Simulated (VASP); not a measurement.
Set up this calculation in VASP 6.6.1, as the native input.

| Item | Value |
| --- | --- |
| Task | single point |
| Functional | PBEsol |
| Potentials or basis | VASP PAW PBE potentials, release 64 (Ta_pv, C) |
| Cutoff | 600 eV |
| k mesh | 8 × 8 × 8 |
| Occupations | gaussian, width 0.1 eV |
| Spin | no spin polarisation |
| Dipole correction | no |
| Further INCAR settings | ALGO = Normal; EDIFF = 1e-06; NBANDS = 14 |

The structure of TaC lies in POSCAR:

```
TaC
1.0
    0.0000000000      2.2508679162      2.2508679162
    2.2508679162      0.0000000000      2.2508679162
    2.2508679162      2.2508679162      0.0000000000
Ta C
1 1
Direct
    0.0000000000      0.0000000000      0.0000000000
    0.5000000000      0.5000000000      0.5000000000
```

One way to write it, as run:

INCAR

```
PREC = Accurate
ENCUT = 600
EDIFF = 1E-6
ISMEAR = 0
SIGMA = 0.1
LREAL = False
LASPH = True
NELM = 120
ALGO = Normal
ISIF = 2
LWAVE = False
LCHARG = False
GGA = PS
NBANDS = 14
GGA_COMPAT = False
```

KPOINTS

```
Automatic mesh
0
Gamma
  8 8 8
```

Potentials or basis: VASP PAW PBE potentials, release 64 (Ta_pv, C).

The run is started by

```sh
$ cat potpaw_PBE.64/Ta_pv/POTCAR potpaw_PBE.64/C/POTCAR > POTCAR
$ mpirun -np 1 vasp_std > vasp.out
```

Results of the run:

```
Pressure : -12.5 GPa
```

Caveat: the PAW data sets were made with another functional, which shifts forces and pressure a little.

It took 20 s on 1 thread of Intel Xeon 8259CL, with other jobs on the host, peak memory 0.17 GiB.
